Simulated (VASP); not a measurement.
# TePb (Fm-3m) in VASP: further runs, part 2 of 2

VASP 6.6.1.

**4. Relaxation of cell and atoms, BLYP+D4**

This run uses another cell than the first one, of 33.73 Å³/atom, 0.909 times its volume.

File INCAR:

```
PREC = Accurate
ENCUT = 600
EDIFF = 1E-7
ISMEAR = -1
SIGMA = 0.05
LREAL = False
LASPH = True
NELM = 80
ALGO = Normal
ISIF = 3
LWAVE = False
LCHARG = False
GGA = B5
ALDAX = 1.0
AGGAX = 1.0
AGGAC = 1.0
ALDAC = 0.0
IVDW = 13
VDW_S6 = 1.0
VDW_S8 = 2.34076671
VDW_A1 = 0.44488865
VDW_A2 = 4.0933009
IBRION = 2
NSW = 80
EDIFFG = -0.005
```

File KPOINTS:

```
Automatic mesh
0
Gamma
  7 7 7
```

File POSCAR:

```
TePb
1.0
    0.0000000000      3.2310000000      3.2310000000
    3.2310000000      0.0000000000      3.2310000000
    3.2310000000      3.2310000000      0.0000000000
Pb Te
1 1
Direct
    0.0000000000      0.0000000000      0.0000000000
    0.5000000000      0.5000000000      0.5000000000
```

Potentials or basis: VASP PAW PBE potentials, release 64 (Pb_d, Te).

Command:

```bash
> cat potpaw_PBE.64/Pb_d/POTCAR potpaw_PBE.64/Te/POTCAR > POTCAR
> mpirun -np 1 vasp_std > vasp.out
```

Run time: 4.3 min. Hardware: 1 thread of Intel Xeon Platinum 8259CL at 2.50GHz (Skylake/Cascade Lake), shared host; peak memory 0.24 GiB.

It converged, with:

* Free energy: -7.9613 eV
* Relaxed volume: 37.12 Å³/atom
* Relaxed cell: a = 4.717 Å, b = 4.717 Å, c = 4.717 Å, α = 60.00°, β = 60.00°, γ = 60.00°
* Space group after relaxing (to 0.05 Å): Fm-3m (No. 225)
* Energy gained by relaxing: 39.2 meV/atom
* Ionic steps: 8
* Pressure after relaxing: 0.0 GPa
* Dispersion energy per atom: -0.788 eV

Step by step:
| step | energy change (eV) | largest force (eV/Å) | pressure (GPa) | volume (Å³) |
| --- | --- | --- | --- | --- |
| 1 | 0.0000 | 0.0000 | 1.73 | 67.46 |
| 2 | -0.0253 | 0.0000 | 1.82 | 71.07 |
| 3 | 0.0821 | 0.0000 | -3.82 | 82.68 |
| 4 | -0.0784 | 0.0000 | -0.23 | 74.33 |
| 5 | -0.0777 | 0.0000 | 0.80 | 73.95 |
| 6 | -0.0784 | 0.0000 | 0.14 | 74.19 |
| 7 | -0.0784 | 0.0000 | 0.05 | 74.22 |
| 8 | -0.0784 | 0.0000 | 0.01 | 74.24 |

Final structure:
```
Pb Te
1.0
     0.00000    3.33577    3.33577
     3.33577    0.00000    3.33577
     3.33577    3.33577    0.00000
Pb Te
1 1
Direct
  0.00000 0.00000 0.00000
  0.50000 0.50000 0.50000
```

Levels at points of the mesh, in eV from the Fermi level:
```csv
k point,band 7,band 8,band 9,band 10,band 11,band 12,band 13,band 14
"(0.00, 0.00, 0.00)",-6.48,-1.55,-1.55,-1.55,3.33,3.33,3.33,5.67
```

Caveat: this odd mesh misses L, where the gap lies, so gap, dielectric constants and Born charges aren't listed; the PAW data sets were made with another functional, which shifts forces and pressure a little; spin-orbit coupling is left out, which moves the levels of the heavy elements; the volume moved by +10 % from the deposited cell, more than functionals usually miss. Zero-point motion and thermal expansion aren't in these numbers.

**5. Relaxation of cell and atoms, revPBE+D3(BJ)**

This run uses another cell than the first one, of 33.73 Å³/atom, 0.909 times its volume.

File INCAR:

```
SYSTEM = TePb
PREC = Accurate
ENCUT = 600
EDIFF = 1E-6
ISMEAR = -1
SIGMA = 0.05
LREAL = .FALSE.
LASPH = .TRUE.
NELM = 60
ALGO = Normal
ISIF = 3
LWAVE = .FALSE.
LCHARG = .FALSE.
GGA = RE
IVDW = 12
IBRION = 2
NSW = 80
EDIFFG = -0.02
```

File KPOINTS:

```
regular mesh
0
G
  7 7 7
  0 0 0
```

POSCAR is that of step 4.

Potentials or basis: VASP PAW PBE potentials, release 64 (Pb_d, Te).

Command:

```bash
> cat potpaw_PBE.64/Pb_d/POTCAR potpaw_PBE.64/Te/POTCAR > POTCAR
> mpirun -np 1 vasp_std > vasp.out
```

OUTCAR:

```text
SYSTEM = TePb
   PREC = Accurate
   ENCUT = 600
   EDIFF = 1E-6
   ISMEAR = -1
   LREAL = .FALSE.
   LASPH = .TRUE.
   NELM = 60
   ISIF = 3
   GGA = RE
   IVDW = 12
   IBRION = 2
   NSW = 80
   EDIFFG = -0.02
 IVDW          = 12

 ion  position               nearest neighbor table
   1  0.000  0.000  0.000-   2 3.23   2 3.23   2 3.23   2 3.23   2 3.23   2 3.23
   2  0.500  0.500  0.500-   1 3.23   1 3.23   1 3.23   1 3.23   1 3.23   1 3.23

  LATTYP: Found a face centered cubic cell.
 ALAT       =     6.4620000000

  Lattice vectors:

 A1 = (   0.0000000000,   3.2310000000,   3.2310000000)
 A2 = (   3.2310000000,   0.0000000000,   3.2310000000)
 A3 = (   3.2310000000,   3.2310000000,   0.0000000000)

Analysis of symmetry for initial positions (statically):
=====================================================================
 Subroutine PRICEL returns:
 Original cell was already a primitive cell.

 Routine SETGRP: Setting up the symmetry group for a
 face centered cubic supercell.

 Subroutine GETGRP returns: Found 48 space group operations
[... 9 lines left out ...]

 Routine SETGRP: Setting up the symmetry group for a
 face centered cubic supercell.

 Subroutine GETGRP returns: Found 48 space group operations
[... 11 lines left out ...]
                                     Primitive cell

  volume of cell :      67.4592

  direct lattice vectors                    reciprocal lattice vectors
     0.000000000  3.231000000  3.231000000    -0.154750851  0.154750851  0.154750851
     3.231000000  0.000000000  3.231000000     0.154750851 -0.154750851  0.154750851
     3.231000000  3.231000000  0.000000000     0.154750851  0.154750851 -0.154750851

  length of vectors
     4.569324020  4.569324020  4.569324020     0.268036337  0.268036337  0.268036337

  position of ions in fractional coordinates (direct lattice)
     0.000000000  0.000000000  0.000000000
     0.500000000  0.500000000  0.500000000

  ion indices of the primitive-cell ions
   primitive index   ion index
                 1           1
                 2           2

----------------------------------------------------------------------------------------

 KPOINTS: regular mesh

Automatic generation of k-mesh.
 Grid dimensions read from file:
 generate k-points for:    7    7    7

 Generating k-lattice:

  Cartesian coordinates                     Fractional coordinates (reciprocal lattice)
    -0.022107264  0.022107264  0.022107264     0.142857143  0.000000000  0.000000000
     0.022107264 -0.022107264  0.022107264     0.000000000  0.142857143  0.000000000
     0.022107264  0.022107264 -0.022107264     0.000000000  0.000000000  0.142857143

  Length of vectors
     0.038290905  0.038290905  0.038290905

  Shift w.r.t. Gamma in fractional coordinates (k-lattice)
     0.000000000  0.000000000  0.000000000

 Subroutine IBZKPT returns following result:
 ===========================================

 Found     20 irreducible k-points:

 Following reciprocal coordinates:
            Coordinates               Weight
  0.000000  0.000000  0.000000      1.000000
  0.142857  0.000000  0.000000      8.000000
  0.285714  0.000000  0.000000      8.000000
  0.428571  0.000000  0.000000      8.000000
  0.142857  0.142857  0.000000      6.000000
  0.285714  0.142857  0.000000     24.000000
[... 12 lines left out ...]
 -0.428571  0.428571  0.142857     24.000000
 -0.285714  0.428571  0.142857     24.000000
   k-points           NKPTS =     20   k-points in BZ     NKDIM =     20   number of bands    NBANDS=     14
   number of dos      NEDOS =    301   number of ions     NIONS =      2
   total plane-waves  NPLWV =  64000
   dimension x,y,z NGX =    40 NGY =   40 NGZ =   40
   dimension x,y,z NGXF=    80 NGYF=   80 NGZF=   80
   ions per type =               1   1
   NGX,Y,Z   is equivalent  to a cutoff of  14.55, 14.55, 14.55 a.u.
   NGXF,Y,Z  is equivalent  to a cutoff of  29.11, 29.11, 29.11 a.u.
 SYSTEM =  TePb
   PREC   = accura    normal or accurate (medium, high low for compatibility)
   ISTART =      0    job   : 0-new  1-cont  2-samecut
   ICHARG =      2    charge: 1-file 2-atom 10-const
   ISPIN  =      1    spin polarized calculation?
   LNONCOLLINEAR =      F non collinear calculations
   LSORBIT =      F    spin-orbit coupling
   LASPH  =      T    aspherical Exc in radial PAW
   ENCUT  =  600.0 eV  44.10 Ry    6.64 a.u.   9.13  9.13  9.13*2*pi/ulx,y,z
   NELM   =     60;   NELMIN=  2; NELMDL= -5     # of ELM steps
   EDIFF  = 0.1E-05   stopping-criterion for ELM
   LREAL  =      F    real-space projection
   EDIFFG = -.2E-01   stopping-criterion for IOM
   NSW    =     80    number of steps for IOM
   IBRION =      2    ionic relax: 0-MD 1-quasi-New 2-CG
   NFREE  =      1    steps in history (QN), initial steepest desc. (CG)
   ISIF   =      3    stress and relaxation
   ISYM   =      2    0-nonsym 1-usesym 2-fastsym
   POTIM  = 0.5000    time-step for ionic-motion
   TEBEG  =    0.0;   TEEND  =   0.0 temperature during run
   PSTRESS=    0.0 pullay stress
   NELECT =      20.0000    total number of electrons
   NUPDOWN=      -1.0000    fix difference up-down
   EMIN   =  10.00;   EMAX   =-10.00  energy-range for DOS
   EFERMI =   0.00;   METHOD = LEGACY
   ISMEAR =    -1;   SIGMA  =   0.05  broadening in eV -4-tet -1-fermi 0-gaus
   EFERMI_NEDOS =   21; number of points for ismear=-14 and -15
   IALGO  =     38    algorithm
   IMIX   =      4    mixing-type and parameters
     AMIX     =   0.40;   BMIX     =  1.00
     AMIX_MAG =   1.60;   BMIX_MAG =  1.00
  volume/ion in A,a.u.               =      33.73       227.62
  Fermi-wavevector in a.u.,A,eV,Ry     =   1.091619  2.062861 16.213147  1.191633
  Thomas-Fermi vector in A             =   2.227868
   LORBIT       =      0    0 simple, 1 ext, 2 COOP (PROOUT), +10 PAW based schemes
   GGA     = RE    functional components
   LHFCALC =     F    Hartree Fock is set to
   AEXX    =    0.0000 exact exchange contribution
   IVDW    =    12    specifies the selected vdW correction
   LEPSILON=     F    determine dielectric tensor
   LRPA    =     F    only Hartree local field effects (RPA)
 conjugate gradient relaxation of ions
 non-spin polarized calculation
  energy-cutoff  :      600.00
  volume of cell :       67.46
 maximum number of plane-waves:      2259
 NGX is ok and might be reduce to    40
   NGX = 19   NGY = 19   NGZ = 19

--------------------------------------- Ionic step        1  -------------------------------------------

 number of electron      19.9999998 magnetization

 Free energy of the ion-electron system (eV)
  ---------------------------------------------------
  ext. energy  EPLUGINS =         0.00000000
  ---------------------------------------------------
  free energy    TOTEN  =        -6.87900256 eV

  energy without entropy =       -6.87900086  energy(sigma->0) =       -6.87900171

------------------------ aborting loop because EDIFF is reached ----------------------------------------

 Edisp (eV)   -1.48539

 E8    (eV) :    -1.0866

  FORCE on cell =-STRESS in cart. coord.  units (eV):
  Direction    XX          YY          ZZ          XY          YZ          ZX
  --------------------------------------------------------------------------------------
  -------------------------------------------------------------------------------------
  Total      -0.20899    -0.20899    -0.20899     0.00000    -0.00000    -0.00000
  in kB      -4.96370    -4.96370    -4.96370     0.00000    -0.00000    -0.00000
  external pressure =       -4.96 kB  Pullay stress =        0.00 kB
[... 61 lines left out ...]
  energy  without entropy=       -8.3653689767  energy(sigma->0) =       -8.36537002

--------------------------------------- Ionic step        3  -------------------------------------------

 number of electron      19.9999998 magnetization

 Free energy of the ion-electron system (eV)
  ---------------------------------------------------
  ext. energy  EPLUGINS =         0.00000000
  ---------------------------------------------------
  free energy    TOTEN  =        -6.86307227 eV

  energy without entropy =       -6.86307030  energy(sigma->0) =       -6.86307129

 E-fermi :   6.2757     XC(G=0):  -9.2591

 val. band max:        5.7546770509   @ k =   0.4286   0.0000   0.0000
 cond. band min:       6.7869632452   @ k =   0.4286   0.0000   0.0000
 fundamental gap:      1.0322861943
 Fermi energy:         6.2757165010

 k-point     1 :       0.0000    0.0000    0.0000
  band No.  band energies     occupation
      1     -10.9364      2.00000
      2     -10.9364      2.00000
      3     -10.9290      2.00000
      4     -10.9290      2.00000
      5     -10.9290      2.00000
      6      -6.2453      2.00000
      7       0.3124      2.00000
      8       4.4561      2.00000
      9       4.4561      2.00000
     10       4.4561      2.00000
     11       9.9706      0.00000
     12       9.9706      0.00000
     13       9.9706      0.00000
     14      11.6351      0.00000
[... 354 lines left out ...]
  FREE ENERGIE OF THE ION-ELECTRON SYSTEM (eV)
  ---------------------------------------------------
  free  energy   TOTEN  =        -8.3655140331 eV

  energy  without entropy=       -8.3655120631  energy(sigma->0) =       -8.36551305

 reached required accuracy - stopping structural energy minimisation
```

OSZICAR:

```text
N       E                     dE             d eps       ncg     rms          rms(c)
DAV:   1     0.163004320818E+03    0.16300E+03   -0.10007E+04   560   0.153E+03
DAV:   2     0.545137378612E+01   -0.15755E+03   -0.15456E+03   578   0.360E+02
DAV:   3    -0.667165870903E+01   -0.12123E+02   -0.12007E+02   758   0.105E+02
[... 20 lines left out ...]
DAV:   2    -0.686356268296E+01    0.26423E-02   -0.53168E-03   692   0.136E+00    0.112E-01
DAV:   3    -0.686307658462E+01    0.48610E-03   -0.20538E-03   692   0.772E-01    0.223E-02
DAV:   4    -0.686307578826E+01    0.79636E-06   -0.35114E-05   572   0.651E-02    0.160E-02
DAV:   5    -0.686307257026E+01    0.32180E-05   -0.88020E-06   640   0.304E-02    0.505E-03
DAV:   6    -0.686307227335E+01    0.29691E-06   -0.60325E-07   310   0.134E-02
   3 F= -.83655140E+01 E0= -.83655130E+01  d E =-.112393E-02
```

CONTCAR:

```text
TePb
   1.00000000000000
     0.0000000000000000    3.2192043500379670    3.2192043500379670
     3.2192043500379670   -0.0000000000000000    3.2192043500379670
     3.2192043500379670    3.2192043500379670   -0.0000000000000000
  Pb              Te
     1     1
Direct
     0.0000000000000000    0.0000000000000000    0.0000000000000000
     0.5000000000000000    0.5000000000000000    0.5000000000000000

  0.00000000E+00  0.00000000E+00  0.00000000E+00
  0.00000000E+00  0.00000000E+00  0.00000000E+00
```

Wall time 54 s (1 thread of Intel Xeon Platinum 8259CL at 2.50GHz (Skylake/Cascade Lake), shared host); peak memory 0.25 GiB.

What came out:

```
Free energy                            : -8.3655 eV
Relaxed volume                         : 33.36 Å³/atom
Relaxed cell                           : a = 4.553 Å, b = 4.553 Å, c = 4.553 Å, α = 60.00°, β = 60.00°, γ = 60.00°
Space group after relaxing (to 0.05 Å) : Fm-3m (No. 225)
Energy gained by relaxing              : 0.6 meV/atom
Ionic steps                            : 3
Pressure after relaxing                : 0.0 GPa
Dispersion energy per atom             : -0.751 eV
```

The path:
```csv
step,energy change (eV),largest force (eV/Å),pressure (GPa),volume (Å³)
1,0.0000,0.0000,-0.50,67.46
2,-0.0010,0.0000,0.20,66.44
3,-0.0011,0.0000,-0.01,66.72
```

Final structure:
```yaml
crystal:
  lattice:
    - [0.00000, 3.21920, 3.21920]
    - [3.21920, 0.00000, 3.21920]
    - [3.21920, 3.21920, 0.00000]
  atoms:
    - { symbol: Pb, position: [0.00000, 0.00000, 0.00000] }
    - { symbol: Te, position: [0.50000, 0.50000, 0.50000] }
```

Caveat: this odd mesh misses L, where the gap lies, so gap, dielectric constants and Born charges aren't listed; the PAW data sets were made with another functional, which shifts forces and pressure a little; spin-orbit coupling is left out, which moves the levels of the heavy elements.

**6. Overview**

```tsv
task	level	potentials or basis	cell	cutoff (eV)	smearing	pressure (GPa)	relaxed volume (Å³/atom)
single point	BLYP+D4	VASP PAW PBE potentials, release 64 (Pb_d, Te)	a = 4.717 Å, angles 60.0°, 2 atoms	520	fermi-dirac 0.05 eV	0.1	-
relaxation of cell and atoms	LDA	VASP PAW LDA potentials, release 64 (Pb_d, Te)	relaxed from a = 4.569 Å, angles 60.0°, 2 atoms	600	gaussian 0.01 eV	0.0	32.52
relaxation of cell and atoms	BLYP+D4	VASP PAW PBE potentials, release 64 (Pb_d, Te)	relaxed from a = 4.569 Å, angles 60.0°, 2 atoms	600	fermi-dirac 0.05 eV	0.0	37.12
relaxation of cell and atoms	revPBE+D3(BJ)	VASP PAW PBE potentials, release 64 (Pb_d, Te)	relaxed from a = 4.569 Å, angles 60.0°, 2 atoms	600	fermi-dirac 0.05 eV	0.0	33.36
```

Alike in all rows: no spin polarisation; k mesh 7 × 7 × 7.

Caveats: spin-orbit coupling is left out, which moves the levels of the heavy elements; the PAW data sets were made with another functional, which shifts forces and pressure a little (some runs); the volume moved by +10 % from the deposited cell, more than functionals usually miss (some runs).

Absolute energies hang on the potentials; compare differences alone.
